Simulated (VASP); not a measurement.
Wanted: the native input for a VASP 6.6.1 run.

| Property | Result |
| --- | --- |
| Task | single point |
| Functional | PBE |
| Potentials or basis | VASP PAW PBE potentials, release 64 (Ga_d, O) |
| Cutoff | 520 eV |
| k mesh | 6 × 6 × 8 |
| Occupations | gaussian, width 0.1 eV |
| Spin | collinear spin, ferromagnetic start |
| Starting moments | [0.0, 0.0, 1.0] μB |
| Dipole correction | no |
| Further INCAR settings | ALGO = Normal; EDIFF = 1e-06; NBANDS = 27 |

The structure of Ga2O lies in POSCAR:

```
Ga2O
1.0
    5.0163128100      0.0000000000      0.0000000000
   -2.5081564100      4.3442543300      0.0000000000
    0.0000000000      0.0000000000      2.2323526900
Ga O
2 1
Direct
    0.3333333300      0.6666666700      0.0000000000
    0.6666666700      0.3333333300      0.0000000000
    0.0000000000      0.0000000000      0.0000000000
```

The cell was built from a structure type or drawn by symmetry, and may not be a known phase.

One way to write it, as run:

INCAR

```
SYSTEM = Ga2O
PREC     = Accurate       ! precision mode
ENCUT    = 520            ! plane-wave cutoff, eV
EDIFF    = 1E-6           ! SCF threshold, eV
ISMEAR   = 0              ! smearing method
SIGMA    = 0.1            ! smearing width, eV
LREAL    = .False.        ! projectors in reciprocal space
LASPH    = .True.         ! aspherical terms in the spheres
NELM     = 150            ! most SCF steps
ALGO     = Normal         ! electronic algorithm
ISIF     = 2              ! what is computed and relaxed
LWAVE    = .False.        ! write WAVECAR
LCHARG   = .False.        ! write CHGCAR
ISPIN    = 2              ! spin polarisation
MAGMOM   = 0 0 1          ! initial moments
LORBIT   = 11             ! projections on sites
GGA      = PE             ! functional
NBANDS   = 27             ! bands
```

KPOINTS

```
regular mesh
0
Gamma
  6 6 8
  0 0 0
```

Potentials or basis: VASP PAW PBE potentials, release 64 (Ga_d, O).

Run with:

```sh
$ cat potpaw_PBE.64/Ga_d/POTCAR potpaw_PBE.64/O/POTCAR > POTCAR
$ mpirun -np 1 vasp_std > vasp.out
```

It gave:

- Pressure: 1.4 GPa
- Band gap on the k mesh: zero (filled and empty bands overlap)
- Net moment: 0.00 μB per cell
- Valence electrons inside the program's atomic spheres: Ga 11.68; O 4.68

Wall time 2.2 min on 1 thread of Intel Xeon 8259CL (shared host), peak memory 0.23 GiB.
